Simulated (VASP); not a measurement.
# Rb (Im-3m) in VASP: notebook

Aim: see how the results for Rb move with the level of theory and the settings. Levels: PBEsol, r2SCAN. Tasks: single point.

Program: VASP 6.6.1. These are calculated values, not measurements. Logs are shortened: lines on timing, memory, paths and dates and some standing lists are left out, and cuts for length are marked.

## (1) The cell of the first run

The structure is cubic, space group Im-3m (No. 229). The conventional cell has a = 5.582 Å, b = 5.582 Å, c = 5.582 Å, α = 90.00°, β = 90.00°, γ = 90.00°.

## (2) Single point, PBEsol

INCAR reads:

```
ALGO = Normal
EDIFF = 1E-6
ENCUT = 520
GGA = PS
ISIF = 2
ISMEAR = -1
LASPH = True
LCHARG = False
LREAL = False
LWAVE = False
NBANDS = 10
NELM = 60
PREC = Accurate
SIGMA = 0.05
```

KPOINTS reads:

```
k-points
0
Gamma
  8 8 8
```

POSCAR reads:

```
Rb
1.0
   -2.7910170000      2.7910170000      2.7910170000
    2.7910170000     -2.7910170000      2.7910170000
    2.7910170000      2.7910170000     -2.7910170000
Rb
1
Direct
    0.0000000000      0.0000000000      0.0000000000
```

Potentials or basis: VASP PAW PBE potentials, release 64 (Rb_sv).

Command:

```console
$ cat potpaw_PBE.64/Rb_sv/POTCAR > POTCAR
$ mpirun -np 1 vasp_std > vasp.out
```

OUTCAR:

```text
EDIFF = 1E-6
   ENCUT = 520
   GGA = PS
   ISIF = 2
   ISMEAR = -1
   LASPH = True
   LREAL = False
   NELM = 60
   PREC = Accurate

 ion  position               nearest neighbor table
   1  0.000  0.000  0.000-

  LATTYP: Found a body centered cubic cell.
 ALAT       =     5.5820340000

  Lattice vectors:

 A1 = (  -2.7910170000,   2.7910170000,   2.7910170000)
 A2 = (   2.7910170000,  -2.7910170000,   2.7910170000)
 A3 = (   2.7910170000,   2.7910170000,  -2.7910170000)

Analysis of symmetry for initial positions (statically):
=====================================================================
 Subroutine PRICEL returns:
 Original cell was already a primitive cell.

 Routine SETGRP: Setting up the symmetry group for a
 body centered cubic supercell.

 Subroutine GETGRP returns: Found 48 space group operations
 (whereof 48 operations were pure point group operations)
 out of a pool of 48 trial point group operations.

The static configuration has the point symmetry O_h .

Analysis of symmetry for dynamics (positions and initial velocities):
=====================================================================
 Subroutine PRICEL returns:
 Original cell was already a primitive cell.

 Routine SETGRP: Setting up the symmetry group for a
 body centered cubic supercell.

 Subroutine GETGRP returns: Found 48 space group operations
 (whereof 48 operations were pure point group operations)
 out of a pool of 48 trial point group operations.

The dynamic configuration has the point symmetry O_h .

 Subroutine INISYM returns: Found 48 space group operations
 (whereof 48 operations are pure point group operations),
 and found     1 'primitive' translations

----------------------------------------------------------------------------------------

                                     Primitive cell

  volume of cell :      86.9656

  direct lattice vectors                    reciprocal lattice vectors
    -2.791017000  2.791017000  2.791017000     0.000000000  0.179146168  0.179146168
     2.791017000 -2.791017000  2.791017000     0.179146168  0.000000000  0.179146168
     2.791017000  2.791017000 -2.791017000     0.179146168  0.179146168  0.000000000

  length of vectors
     4.834183249  4.834183249  4.834183249     0.253350940  0.253350940  0.253350940

  position of ions in fractional coordinates (direct lattice)
     0.000000000  0.000000000  0.000000000

  ion indices of the primitive-cell ions
   primitive index   ion index
                 1           1

----------------------------------------------------------------------------------------

 KPOINTS: k-points

Automatic generation of k-mesh.
 Grid dimensions read from file:
 generate k-points for:    8    8    8

 Generating k-lattice:

  Cartesian coordinates                     Fractional coordinates (reciprocal lattice)
     0.000000000  0.022393271  0.022393271     0.125000000  0.000000000  0.000000000
     0.022393271  0.000000000  0.022393271     0.000000000  0.125000000  0.000000000
     0.022393271  0.022393271  0.000000000     0.000000000  0.000000000  0.125000000

  Length of vectors
     0.031668868  0.031668868  0.031668868

  Shift w.r.t. Gamma in fractional coordinates (k-lattice)
     0.000000000  0.000000000  0.000000000

 Subroutine IBZKPT returns following result:
 ===========================================

 Found     29 irreducible k-points:

 Following reciprocal coordinates:
            Coordinates               Weight
  0.000000  0.000000  0.000000      1.000000
  0.125000  0.000000  0.000000     12.000000
  0.250000  0.000000  0.000000     12.000000
  0.375000  0.000000  0.000000     12.000000
  0.500000  0.000000  0.000000      6.000000
  0.125000  0.125000  0.000000     24.000000
[... 16 lines left out ...]
 -0.250000  0.250000  0.250000      6.000000
 -0.375000  0.375000  0.250000     24.000000
 [... further k-points ...]
   k-points           NKPTS =     29   k-points in BZ     NKDIM =     29   number of bands    NBANDS=     10
   number of dos      NEDOS =    301   number of ions     NIONS =      1
   total plane-waves  NPLWV =  46656
   dimension x,y,z NGX =    36 NGY =   36 NGZ =   36
   dimension x,y,z NGXF=    72 NGYF=   72 NGZF=   72
   ions per type =               1
   NGX,Y,Z   is equivalent  to a cutoff of  12.38, 12.38, 12.38 a.u.
   NGXF,Y,Z  is equivalent  to a cutoff of  24.76, 24.76, 24.76 a.u.
 SYSTEM =  unknown system
   PREC   = accura    normal or accurate (medium, high low for compatibility)
   ISTART =      0    job   : 0-new  1-cont  2-samecut
   ICHARG =      2    charge: 1-file 2-atom 10-const
   ISPIN  =      1    spin polarized calculation?
   LNONCOLLINEAR =      F non collinear calculations
   LSORBIT =      F    spin-orbit coupling
   LASPH  =      T    aspherical Exc in radial PAW
   ENCUT  =  520.0 eV  38.22 Ry    6.18 a.u.   8.99  8.99  8.99*2*pi/ulx,y,z
   NELM   =     60;   NELMIN=  2; NELMDL= -5     # of ELM steps
   EDIFF  = 0.1E-05   stopping-criterion for ELM
   LREAL  =      F    real-space projection
   EDIFFG = 0.1E-04   stopping-criterion for IOM
   NSW    =      0    number of steps for IOM
   IBRION =     -1    ionic relax: 0-MD 1-quasi-New 2-CG
   NFREE  =      0    steps in history (QN), initial steepest desc. (CG)
   ISIF   =      2    stress and relaxation
   ISYM   =      2    0-nonsym 1-usesym 2-fastsym
   POTIM  = 0.5000    time-step for ionic-motion
   TEBEG  =    0.0;   TEEND  =   0.0 temperature during run
   PSTRESS=    0.0 pullay stress
   NELECT =       9.0000    total number of electrons
   NUPDOWN=      -1.0000    fix difference up-down
   EMIN   =  10.00;   EMAX   =-10.00  energy-range for DOS
   EFERMI =   0.00;   METHOD = LEGACY
   ISMEAR =    -1;   SIGMA  =   0.05  broadening in eV -4-tet -1-fermi 0-gaus
   EFERMI_NEDOS =   21; number of points for ismear=-14 and -15
   IALGO  =     38    algorithm
   IMIX   =      4    mixing-type and parameters
     AMIX     =   0.40;   BMIX     =  1.00
     AMIX_MAG =   1.60;   BMIX_MAG =  1.00
  volume/ion in A,a.u.               =      86.97       586.87
  Fermi-wavevector in a.u.,A,eV,Ry     =   0.768611  1.452464  8.037814  0.590763
  Thomas-Fermi vector in A             =   1.869421
   LORBIT       =      0    0 simple, 1 ext, 2 COOP (PROOUT), +10 PAW based schemes
   GGA     = PS    functional components
   LHFCALC =     F    Hartree Fock is set to
   AEXX    =    0.0000 exact exchange contribution
   IVDW    =     0    specifies the selected vdW correction
   LEPSILON=     F    determine dielectric tensor
   LRPA    =     F    only Hartree local field effects (RPA)
 non-spin polarized calculation
  energy-cutoff  :      520.00
  volume of cell :       86.97
 maximum number of plane-waves:      2382
   NGX = 17   NGY = 17   NGZ = 17

 number of electron       9.0000000 magnetization

 Free energy of the ion-electron system (eV)
  ---------------------------------------------------
  ext. energy  EPLUGINS =         0.00000000
  ---------------------------------------------------
  free energy    TOTEN  =        -1.02369034 eV

  energy without entropy =       -1.01297136  energy(sigma->0) =       -1.01833085

 E-fermi :   0.0676     XC(G=0):  -5.6349

 val. band max:        0.0281301672   @ k =   0.2500   0.2500   0.0000
 cond. band min:       0.1233846799   @ k =   0.3750   0.1250   0.0000
 fundamental gap:      0.0952545128
 Fermi energy:         0.0675502509

 k-point     1 :       0.0000    0.0000    0.0000
  band No.  band energies     occupation
      1     -28.7848      2.00000
      2     -12.8269      2.00000
      3     -12.8269      2.00000
      4     -12.8269      2.00000
      5      -1.9894      2.00000
      6       3.7687      0.00000
      7       3.7687      0.00000
      8       3.7687      0.00000
      9       4.7481      0.00000
     10       4.7481      0.00000

 k-point     2 :       0.1250    0.0000    0.0000
  band No.  band energies     occupation
      1     -28.7840      2.00000
      2     -12.8439      2.00000
      3     -12.8324      2.00000
      4     -12.8269      2.00000
      5      -1.7979      2.00000
      6       3.4445      0.00000
      7       3.5217      0.00000
      8       3.9481      0.00000
      9       4.4825      0.00000
     10       4.6849      0.00000

 k-point     3 :       0.2500    0.0000    0.0000
  band No.  band energies     occupation
      1     -28.7822      2.00000
      2     -12.8842      2.00000
      3     -12.8457      2.00000
      4     -12.8269      2.00000
      5      -1.2530      2.00000
      6       2.5366      0.00000
      7       3.0830      0.00000
      8       4.4728      0.00000
      9       4.5636      0.00000
     10       4.6652      0.00000

 k-point     4 :       0.3750    0.0000    0.0000
  band No.  band energies     occupation
      1     -28.7803      2.00000
      2     -12.9237      2.00000
      3     -12.8589      2.00000
      4     -12.8270      2.00000
      5      -0.4466      1.99993
      6       1.5887      0.00000
      7       2.7559      0.00000
      8       4.5602      0.00000
      9       4.8719      0.00000
     10       5.3009      0.00000

 k-point     5 :       0.5000    0.0000    0.0000
  band No.  band energies     occupation
      1     -28.7795      2.00000
      2     -12.9398      2.00000
      3     -12.8644      2.00000
      4     -12.8270      2.00000
      5       0.2729      0.03237
      6       0.8603      0.00000
      7       2.6398      0.00000
      8       4.4046      0.00000
      9       5.3383      0.00000
     10       5.3903      0.00000

 k-point     6 :       0.1250    0.1250    0.0000
  band No.  band energies     occupation
      1     -28.7827      2.00000
      2     -12.8716      2.00000
      3     -12.8388      2.00000
      4     -12.8309      2.00000
      5      -1.4289      2.00000
      6       2.8986      0.00000
      7       3.0962      0.00000
      8       4.2679      0.00000
      9       4.3105      0.00000
     10       4.9304      0.00000

 k-point     7 :       0.2500    0.1250    0.0000
  band No.  band energies     occupation
      1     -28.7808      2.00000
      2     -12.9071      2.00000
      3     -12.8548      2.00000
      4     -12.8325      2.00000
      5      -0.7453      2.00000
      6       2.0685      0.00000
      7       2.6834      0.00000
      8       4.3717      0.00000
      9       4.7520      0.00000
     10       5.1578      0.00000

 k-point     8 :       0.3750    0.1250    0.0000
  band No.  band energies     occupation
      1     -28.7795      2.00000
      2     -12.9309      2.00000
      3     -12.8676      2.00000
      4     -12.8329      2.00000
      5       0.1234      0.49325
      6       1.1944      0.00000
      7       2.4656      0.00000
      8       4.2048      0.00000
      9       5.1403      0.00000
     10       5.4867      0.00000

 k-point     9 :       0.2500    0.2500    0.0000
  band No.  band energies     occupation
      1     -28.7795      2.00000
      2     -12.9191      2.00000
      3     -12.8740      2.00000
      4     -12.8386      2.00000
      5       0.0281      1.37498
      6       1.6484      0.00000
      7       2.0809      0.00000
      8       4.3674      0.00000
      9       4.5746      0.00000
     10       5.4154      0.00000
[... 118 lines left out ...]
 k-point    19 :       0.5000    0.5000    0.1250
  band No.  band energies     occupation
      1     -28.7789      2.00000
      2     -12.9351      2.00000
      3     -12.8707      2.00000
      4     -12.8390      2.00000
      5       0.4712      0.00062
      6       0.8983      0.00000
      7       2.7444      0.00000
      8       3.5437      0.00000
      9       5.0929      0.00000
     10       6.1737      0.00000

 k-point    20 :      -0.3750    0.5000    0.1250
  band No.  band energies     occupation
      1     -28.7785      2.00000
      2     -12.9234      2.00000
      3     -12.8834      2.00000
      4     -12.8477      2.00000
      5       0.4270      0.00151
      6       1.3275      0.00000
      7       2.3071      0.00000
      8       3.7435      0.00000
      9       4.6298      0.00000
     10       5.4631      0.00000

 k-point    21 :      -0.3750   -0.3750    0.1250
  band No.  band energies     occupation
      1     -28.7780      2.00000
      2     -12.9089      2.00000
      3     -12.9089      2.00000
      4     -12.8492      2.00000
      5       1.1722      0.00000
      6       1.1722      0.00000
      7       1.5414      0.00000
      8       4.3631      0.00000
      9       4.3631      0.00000
     10       4.8749      0.00000

 k-point    22 :       0.2500    0.2500    0.2500
  band No.  band energies     occupation
      1     -28.7792      2.00000
      2     -12.8822      2.00000
      3     -12.8822      2.00000
      4     -12.8822      2.00000
      5       1.3590      0.00000
      6       1.3590      0.00000
      7       1.3590      0.00000
      8       2.7651      0.00000
      9       5.5029      0.00000
     10       5.5029      0.00000

 k-point    23 :      -0.2500    0.2500    0.2500
  band No.  band energies     occupation
      1     -28.7798      2.00000
      2     -12.8860      2.00000
      3     -12.8659      2.00000
      4     -12.8659      2.00000
      5      -0.5754      1.99999
      6       2.3859      0.00000
      7       3.1405      0.00000
      8       3.1405      0.00000
      9       4.6046      0.00000
     10       4.6827      0.00000

 k-point    24 :      -0.3750    0.3750    0.2500
  band No.  band energies     occupation
      1     -28.7781      2.00000
      2     -12.9110      2.00000
      3     -12.8801      2.00000
      4     -12.8689      2.00000
      5       0.1621      0.26246
      6       1.7403      0.00000
      7       3.0265      0.00000
      8       3.0568      0.00000
      9       4.1467      0.00000
     10       5.3147      0.00000

 [... further k-points ...]
[... 5 lines left out ...]
  --------------------------------------------------------------------------------------
  -------------------------------------------------------------------------------------
  Total       -0.0053012     -0.0053012     -0.0053012      0.0000000      0.0000000      0.0000000
  in kB       -0.0976655     -0.0976655     -0.0976655      0.0000000      0.0000000      0.0000000
  external PRESSURE =      -0.0976655 kB  Pullay stress =       0.0000000 kB

 VOLUME and BASIS-vectors are now :
 -----------------------------------------------------------------------------
  energy-cutoff  :      520.00
  volume of cell :       86.97
      direct lattice vectors                 reciprocal lattice vectors
    -2.791017000  2.791017000  2.791017000     0.000000000  0.179146168  0.179146168
     2.791017000 -2.791017000  2.791017000     0.179146168  0.000000000  0.179146168
     2.791017000  2.791017000 -2.791017000     0.179146168  0.179146168  0.000000000

 POSITION                                       TOTAL-FORCE (eV/Angst)
 -----------------------------------------------------------------------------------
      0.00000      0.00000      0.00000         0.000000     -0.000000     -0.000000
 -----------------------------------------------------------------------------------
    total drift:                               -0.000000      0.000000      0.000000

  FREE ENERGIE OF THE ION-ELECTRON SYSTEM (eV)
  ---------------------------------------------------
  free  energy   TOTEN  =        -1.0236903361 eV

  energy  without entropy=       -1.0129713597  energy(sigma->0) =       -1.01833085
```

Run time: 9.9 s. Hardware: 1 thread of Intel Xeon Platinum 8488C (Sapphire Rapids), shared host; peak memory 0.2 GiB.

What came out:

* Free energy: -1.0237 eV
* Pressure: 0.0 GPa

Levels at points of the mesh, in eV from the Fermi level:
```tsv
k point	band 1	band 2	band 3	band 4	band 5	band 6	band 7	band 8	band 9
(0.00, 0.00, 0.00)	-28.85	-12.89	-12.89	-12.89	-2.06	3.70	3.70	3.70	4.68
(0.50, 0.00, 0.00)	-28.85	-13.01	-12.93	-12.89	0.21	0.79	2.57	4.34	5.27
(0.50, 0.50, 0.50)	-28.84	-12.97	-12.97	-12.97	1.21	1.21	3.34	3.34	3.34
```

Caveat: the PAW data sets were made with another functional, which shifts forces and pressure a little.

## (3) Single point, r2SCAN

POSCAR is that of step 2.

INCAR.step1 reads:

```
SYSTEM = Rb
PREC     = Accurate       ! precision mode
ENCUT    = 520            ! plane-wave cutoff, eV
ISMEAR   = -1             ! smearing method
SIGMA    = 0.05           ! smearing width, eV
LREAL    = .False.        ! projectors in reciprocal space
LASPH    = .True.         ! aspherical terms in the spheres
NELM     = 80             ! most SCF steps
NBANDS   = 10             ! bands
GGA      = PE             ! functional
ALGO     = Normal         ! electronic algorithm
EDIFF    = 1E-4           ! SCF threshold, eV
LWAVE    = .True.         ! write WAVECAR
LCHARG   = .False.        ! write CHGCAR
```

INCAR.step2 reads:

```
SYSTEM = Rb
PREC     = Accurate       ! precision mode
ENCUT    = 520            ! plane-wave cutoff, eV
EDIFF    = 1E-6           ! SCF threshold, eV
ISMEAR   = -1             ! smearing method
SIGMA    = 0.05           ! smearing width, eV
LREAL    = .False.        ! projectors in reciprocal space
LASPH    = .True.         ! aspherical terms in the spheres
NELM     = 80             ! most SCF steps
ALGO     = Normal         ! electronic algorithm
ISIF     = 2              ! what is computed and relaxed
LWAVE    = .False.        ! write WAVECAR
LCHARG   = .False.        ! write CHGCAR
METAGGA  = R2SCAN         ! meta-GGA
LMIXTAU  = .True.       
NBANDS   = 10             ! bands
ISTART   = 1
```

KPOINTS reads:

```
Automatic mesh
0
Gamma
  8 8 8
  0 0 0
```

Potentials or basis: VASP PAW PBE potentials, release 64 (Rb_sv).

Command:

```console
$ cat potpaw_PBE.64/Rb_sv/POTCAR > POTCAR
$ cp INCAR.step1 INCAR
$ mpirun -np 1 vasp_std > vasp.out
$ cp INCAR.step2 INCAR
$ mpirun -np 1 vasp_std > vasp.out
```

Run time: 49 s. Hardware: 1 thread of Intel Xeon Platinum 8488C (Sapphire Rapids), shared host; peak memory 0.22 GiB.

Results (log left out):

```yaml
Free_energy: -13.9110 eV
Pressure: 0.3 GPa
```

Levels at points of the mesh, in eV from the Fermi level:
```
           k point  band 1  band 2  band 3  band 4  band 5  band 6  band 7  band 8  band 9
(0.00, 0.00, 0.00)  -30.09  -13.58  -13.58  -13.58   -2.19    4.12    4.12    4.12    5.12
(0.50, 0.00, 0.00)  -30.09  -13.69  -13.61  -13.58    0.30    0.72    2.84    4.86    5.60
(0.50, 0.50, 0.50)  -30.08  -13.66  -13.66  -13.66    1.24    1.24    3.62    3.62    3.62
```

Caveat: the PAW data sets were made with another functional, which shifts forces and pressure a little.
